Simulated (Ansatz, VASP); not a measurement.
# Two plane-wave programs on MgBe2S3

```xyz
6
Lattice="3.8518 0.0000 0.0000 0.0000 3.8518 0.0000 0.0000 0.0000 8.4823" Properties=species:S:1:pos:R:3 pbc="T T T"
Mg    0.0000    0.0000    0.0000
Be    1.9259    0.0000    4.2412
Be    0.0000    1.9259    4.2412
S     1.9259    1.9259    7.3949
S     1.9259    1.9259    1.0874
S     1.9259    1.9259    4.2412
```

Alike in both runs: functional PBE; k mesh 10 × 10 × 6; occupations gaussian, width 0.1 eV; no spin polarisation.

Ansatz relaxed the structure, and its values are those at the end. VASP's run is a single point on that final structure, the one shown.

|  | VASP | Ansatz |
| --- | --- | --- |
| version | VASP 6.6.1 | Ansatz 0.2.0 |
| potentials or method | VASP PAW PBE potentials, release 64 (Mg_sv, Be, S), cutoff 750 eV | scalar-relativistic, plane waves, PAW |
| valence electrons in the cell | 32 | 32 |

Ansatz gave:

* gap on the k mesh at the Fermi level (eV): none
* pressure (GPa): 0.0
* rms of the force components (eV/Å): 0.000

Question: Estimate VASP's values.

Answer: gap on the k mesh at the Fermi level (eV): none; pressure (GPa): -0.2; rms of the force components (eV/Å): 0.029.

A gap of «none» marks a metal or a gap that the smearing closes.
